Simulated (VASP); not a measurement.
The system is CuO.

```xyz
2
Lattice="2.5526 0.0000 0.0000 0.0000 2.5526 0.0000 0.0000 0.0000 2.5526" Properties=species:S:1:pos:R:3 pbc="T T T"
Cu    0.0000    0.0000    0.0000
O     1.2763    1.2763    1.2763
```

```yaml
Program: VASP 6.6.1
Task: relaxation of cell and atoms
Functional: PBE
Potentials_or_basis: VASP PAW PBE potentials, release 64 (Cu, O)
Cutoff: 600 eV
k_mesh: 10 × 10 × 10
Occupations: fermi-dirac, width 0.05 eV
Spin: no spin polarisation
Hubbard_terms: Cu d U = 2.0 eV
```

At the start: pressure 18.6 GPa; volume 8.32 Å³/atom.

Task: How do energy, volume and symmetry change on relaxing?

Result: Over 3 steps the energy falls by 41.7 meV/atom and the volume is 9.10 Å³/atom (+9.4 %); space group Pm-3m (No. 221, to 0.1 Å) before and after.

The path:
```
step  energy change (eV)  largest force (eV/Å)  pressure (GPa)  volume (Å³)
   1              0.0000                0.0000           18.62        16.63
   2             -0.0635                0.0000           -7.05        19.07
   3             -0.0834                0.0000            0.09        18.19
```

Final structure:
```
CELL_PARAMETERS angstrom
2.63010 0.00000 0.00000
0.00000 2.63010 0.00000
0.00000 0.00000 2.63010
ATOMIC_POSITIONS crystal
Cu 0.00000 0.00000 0.00000
O 0.50000 0.50000 0.50000
```

Caveat: an odd number of electrons without spin polarisation forces a metal; a magnetic or distorted state may lie lower; U without spin polarisation on a metal has little footing.
